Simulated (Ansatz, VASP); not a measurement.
# Al2O3 in VASP and in Ansatz

```
Al O
1.0
     2.24592    1.29668    4.89835
    -2.24592    1.29668    4.89835
     0.00000   -2.59337    4.89835
Al O
4 6
Cartesian
  0.0000 0.0000 12.6336
  0.0000 0.0000 9.4090
  0.0000 0.0000 2.0614
  0.0000 0.0000 5.2861
  -0.8721 -1.2967 6.1229
  1.5590 -0.1069 6.1229
  -0.6869 1.4036 6.1229
  0.8721 1.2967 8.5721
  -1.5590 0.1069 8.5721
  0.6869 -1.4036 8.5721
```

Alike in both runs: task single point; functional PBEsol; k mesh 6 × 6 × 6; occupations gaussian, width 0.05 eV; no spin polarisation.

|  | VASP | Ansatz |
| --- | --- | --- |
| version | VASP 6.6.1 | Ansatz 0.2.0 |
| potentials or method | VASP PAW PBE potentials, release 64 (Al, O), cutoff 520 eV | scalar-relativistic, plane waves, PAW |
| valence electrons in the cell | 48 | 48 |

|  | VASP | Ansatz | Ansatz less VASP |
| --- | --- | --- | --- |
| gap on the k mesh at the Fermi level (eV) | 4.52 | 4.52 | -0.005 |
| least direct gap on the mesh (eV) | 4.52 | 4.52 | -0.005 |
| pressure (GPa) | 11.1 | 10.9 | -0.27 |
| traceless stress, the component that is largest in VASP (GPa) | -52.22 | -51.89 | +0.339 |
| rms of the force components (eV/Å) | 0.660 | 0.642 | -0.0184 |

VASP's potentials were made for PBE, not for PBEsol, and Ansatz warns of the same on its side. Atom by atom the forces differ by 0.023 eV/Å (rms over components).
